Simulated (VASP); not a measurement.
# Ta2N (P-3m1) in VASP: further runs, part 3 of 3

VASP 6.6.1.

## Step 5: Single point, LDA (12.96 Å³/atom)

Contents of INCAR:

```
SYSTEM = Ta2N
  PREC = Accurate
  ENCUT = 520
  EDIFF = 1E-7
  ISMEAR = 0
  SIGMA = 0.15
  LREAL = .False.
  LASPH = .True.
  NELM = 80
  ALGO = Normal
  ISIF = 2
  LWAVE = .False.
  LCHARG = .True.
  LELF = .True.
  LVHAR = .True.
  NBANDS = 20
```

Contents of KPOINTS:

```
regular mesh
0
Gamma
  18 18 10
  0 0 0
```

Contents of POSCAR:

```
Ta2N
1.0
    3.1168933658      0.0000000000      0.0000000000
   -1.5584466829      2.6993088357      0.0000000000
    0.0000000000      0.0000000000      4.6195476575
Ta N
2 1
Direct
    0.6666666667      0.3333333333      0.7466885012
    0.3333333333      0.6666666667      0.2533114988
    0.0000000000      0.0000000000      0.0000000000
```

Started as:

```
> cat potpaw_LDA.64/Ta_pv/POTCAR potpaw_LDA.64/N/POTCAR > POTCAR
> mpirun -np 1 vasp_std > vasp.out
```

It took 1.8 min on 1 thread of Intel Xeon 6975P-C (Granite Rapids), shared host; peak memory 0.32 GiB.

The run converged. Its results:

```
Free energy            : -37.6056 eV
Pressure               : 2.0 GPa
Largest force          : 0.338 eV/Å
Band gap on the k mesh : zero (an odd number of electrons rules out a gap without spin polarisation)
```

Forces in eV/Å, atoms in the order of the input:
```
Ta   0.000  0.000  0.338
Ta   0.000  0.000 -0.338
N    0.000  0.000  0.000
```

Stress tensor (GPa, compression positive):
```
-2.41  0.00  0.00
 0.00 -2.41  0.00
 0.00  0.00 10.79
```

Levels at points of the mesh, in eV from the Fermi level:
```tsv
k point	band 9	band 10	band 11	band 12	band 13	band 14	band 15	band 16	band 17	band 18
(0.00, 0.00, 0.00)	-6.49	-6.49	-4.56	-0.23	-0.23	-0.14	-0.07	-0.07	0.44	1.31
(0.50, 0.00, 0.00)	-6.68	-6.40	-4.71	-2.65	-1.30	1.61	2.62	3.75	4.12	4.27
(0.00, 0.00, 0.50)	-6.72	-6.72	-2.45	-2.26	-1.43	-1.43	2.19	2.19	2.53	2.53
(0.50, 0.00, 0.50)	-6.63	-6.34	-3.19	-2.07	-2.01	0.15	0.65	3.05	3.36	3.99
```

Caveat: spin-orbit coupling is left out, which moves the levels of the heavy elements.

## Step 6: Single point, LDA (12.61 Å³/atom)

This run uses another cell than the first one, of 12.61 Å³/atom.

Contents of INCAR:

```
SYSTEM = Ta2N
ALGO = Normal
EDIFF = 1E-7
ENCUT = 520
GGA = CA
ISIF = 2
ISMEAR = 0
LASPH = .True.
LCHARG = .True.
LELF = .True.
LREAL = .False.
LVHAR = .True.
LWAVE = .False.
NBANDS = 20
NELM = 60
PREC = Accurate
SIGMA = 0.15
```

Contents of KPOINTS:

```
k-points
0
Gamma
  18 18 10
  0 0 0
```

Contents of POSCAR:

```
Ta2N
1.0
    3.0615062761      0.0000000000      0.0000000000
   -1.5307531381      2.6513422089      0.0000000000
    0.0000000000      0.0000000000      4.6605310040
Ta N
2 1
Direct
    0.6666666667      0.3333333333      0.7466885012
    0.3333333333      0.6666666667      0.2533114988
    0.0000000000      0.0000000000      0.0000000000
```

Potentials or basis: VASP PAW LDA potentials, release 64 (Ta_pv, N).

Started as:

```
> cat potpaw_LDA.64/Ta_pv/POTCAR potpaw_LDA.64/N/POTCAR > POTCAR
> mpirun -np 1 vasp_std > vasp.out
```

Run time: 77 s. Hardware: 1 thread of Intel Xeon 6975P-C (Granite Rapids), shared host; peak memory 0.32 GiB.

It converged, with:

```yaml
Free_energy: -37.6065 eV
Pressure: 11.0 GPa
Largest_force: 0.047 eV/Å
Band_gap_on_the_k_mesh: zero (an odd number of electrons rules out a gap without spin polarisation)
```

Forces in eV/Å, atoms in the order of the input:
```
Ta   0.000  0.000 -0.047
Ta   0.000  0.000  0.047
N    0.000  0.000  0.000
```

Stress tensor (GPa, compression positive):
```
 8.74  0.00  0.00
 0.00  8.74  0.00
 0.00  0.00 15.46
```

Levels at points of the mesh, in eV from the Fermi level:
```
           k point  band 10  band 11  band 12  band 13  band 14  band 15  band 16  band 17
(0.00, 0.00, 0.00)    -6.57    -4.62    -0.45    -0.27    -0.27     0.09     0.09     0.42
(0.50, 0.00, 0.00)    -6.67    -4.90    -2.64    -1.26     1.89     2.37     3.97     4.36
(0.00, 0.00, 0.50)    -6.79    -2.73    -2.43    -1.37    -1.37     2.12     2.41     2.54
(0.50, 0.00, 0.50)    -6.46    -3.42    -2.06    -2.01    -0.02     0.76     3.38     3.66
```

Caveat: the cell stands under pressure; spin-orbit coupling is left out, which moves the levels of the heavy elements.

## Step 7: Overview

```csv
cell,gap on the mesh (eV),pressure (GPa),largest force (eV/Å)
"a = 3.089, b = 3.089, c = 4.703 Å, angles 90.0, 90.0, 120.0°, 3 atoms",none,1.7,0.14
"a = 2.981, b = 2.981, c = 5.050 Å, angles 90.0, 90.0, 120.0°, 3 atoms",none,2.2,0.66
"a = 3.008, b = 3.008, c = 4.961 Å, angles 90.0, 90.0, 120.0°, 3 atoms",none,1.8,0.47
"a = 3.117, b = 3.117, c = 4.620 Å, angles 90.0, 90.0, 120.0°, 3 atoms",none,2.0,0.34
"a = 3.062, b = 3.062, c = 4.661 Å, angles 90.0, 90.0, 120.0°, 3 atoms",none,11.0,0.05
```

Alike in all rows: task single point; level LDA; potentials or basis VASP PAW LDA potentials, release 64 (Ta_pv, N); no spin polarisation; k mesh 18 × 18 × 10; cutoff (eV) 520; smearing gaussian 0.15 eV.

Caveats: spin-orbit coupling is left out, which moves the levels of the heavy elements; the cell stands under pressure (at least some runs).

Total energies depend on the potentials used, so only differences within one code and one set of settings carry meaning.
